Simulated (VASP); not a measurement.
A run of VASP 6.6.1:

POSCAR

```
Zn
1.0
    2.6700000000      0.0000000000      0.0000000000
   -1.3350000000      2.3122878300      0.0000000000
    0.0000000000      0.0000000000      4.9660000000
Zn
2
Direct
    0.3333333333      0.6666666667      0.2500000000
    0.6666666667      0.3333333333      0.7500000000
```

INCAR.step1

```
SYSTEM = Zn
  ALGO = Normal
  EDIFF = 1E-4
  ENCUT = 600
  GGA = PE
  ISMEAR = -1
  LASPH = .True.
  LCHARG = .False.
  LREAL = .False.
  LWAVE = .True.
  NELM = 100
  PREC = Accurate
  SIGMA = 0.1
```

INCAR.step2

```
SYSTEM = Zn
  ALGO = Normal
  EDIFF = 1E-6
  EDIFFG = -0.01
  ENCUT = 600
  IBRION = 2
  ISIF = 3
  ISMEAR = -1
  ISTART = 1
  LASPH = .True.
  LCHARG = .False.
  LMIXTAU = .True.
  LREAL = .False.
  LWAVE = .False.
  METAGGA = R2SCAN
  NELM = 100
  NSW = 60
  PREC = Accurate
  SIGMA = 0.1
```

Contents of KPOINTS:

```
k-points
0
Gamma
  7 7 4
  0 0 0
```

Potentials or basis: VASP PAW PBE potentials, release 64 (Zn).

Run with:

```sh
$ cat potpaw_PBE.64/Zn/POTCAR > POTCAR
$ cp INCAR.step1 INCAR
$ mpirun -np 1 vasp_std > vasp.out
$ cp INCAR.step2 INCAR
$ mpirun -np 1 vasp_std > vasp.out
```

Hardware: 1 thread of Intel(R) Xeon(R) 6975P-C (Granite Rapids), on a shared host.

Task: How long does it take, and how much memory?

Result: Run time: 100 s on 1 thread of Intel(R) Xeon(R) 6975P-C (Granite Rapids), on a shared host, peak memory 0.17 GiB. Counts: k points 24, ion steps 7.
